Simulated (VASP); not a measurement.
SnO2, 6 atoms in the cell. Symmetry: I4_1/amd, No. 141, tetragonal system. The conventional cell has a = 3.980 Å, b = 3.980 Å, c = 9.576 Å, α = 90.00°, β = 90.00°, γ = 90.00°. Within 2.7 Å of Sn (site symmetry -4m2) lie 6 O at 2.02 to 2.03 Å. O (site symmetry 2mm) has 3 Sn at 2.02 to 2.03 Å and 2 O at 2.60 Å within 2.7 Å. 

```yaml
Program: VASP 6.6.1
Task: single point
Functional: PBEsol
Potentials_or_basis: VASP PAW PBE potentials, release 64 (Sn_d, O)
Cutoff: 520 eV
k_mesh: 10 × 10 × 10
Occupations: gaussian, width 0.05 eV
Spin: no spin polarisation
Dipole_correction: no
Further_INCAR_settings: ALGO = Normal; EDIFF = 1e-07; NBANDS = 35
```

Potentials or basis: VASP PAW PBE potentials, release 64 (Sn_d, O).

Launch:

```console
$ cat potpaw_PBE.64/Sn_d/POTCAR potpaw_PBE.64/O/POTCAR > POTCAR
$ mpirun -np 1 vasp_std > vasp.out
```

Hardware: 1 thread of Intel Xeon 8259CL, on a shared host.

Q: How long does it take, and how much memory?

A: Wall time 11 min on 1 thread of Intel Xeon 8259CL, with other jobs on the host, peak memory 0.4 GiB. Counts: scf iterations 15, k points 102.
